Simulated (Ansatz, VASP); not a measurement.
## One calculation of Sr3Al2O, two programs

```xyz
6
Lattice="4.9395 0.0000 0.0000 -2.4698 4.2777 0.0000 0.0000 0.0000 6.4214" Properties=species:S:1:pos:R:3 pbc="T T T"
Sr    0.0000    0.0000    1.7685
Sr    0.0000    0.0000    4.6529
Sr    0.0000    2.8518    3.2107
Al    2.4698    1.4259    4.7239
Al    2.4698    1.4259    1.6975
O     0.0000    0.0000    0.0000
```

Alike in both runs: task relaxation of cell and atoms; functional PBE; k mesh 6 × 6 × 4; occupations gaussian, width 0.1 eV; no spin polarisation.

|  | VASP | Ansatz |
| --- | --- | --- |
| version | VASP 6.6.1 | Ansatz 0.2.0 |
| potentials or method | VASP PAW PBE potentials, release 64 (Sr_sv, Al, O), cutoff 600 eV | scalar-relativistic, plane waves, PAW |
| valence electrons in the cell | 42 | 42 |

|  | VASP | Ansatz | Ansatz less VASP |
| --- | --- | --- | --- |
| gap on the k mesh at the Fermi level, each at its own relaxed structure (eV) | none | none | - |
| relaxed volume (Å³/atom) | 42.03 | 44.30 | +2.274 |
| relaxed cell length with the largest relative difference (Å) | 9.562 | 10.566 | +1.0037 |

A gap of «none» marks a metal or a gap that the smearing closes. One of these differences is far larger than is usual between the two programs; its cause wasn't traced.

Noted on VASP's run: the volume moved by over 15 % at a fixed basis, so the end points are rough.
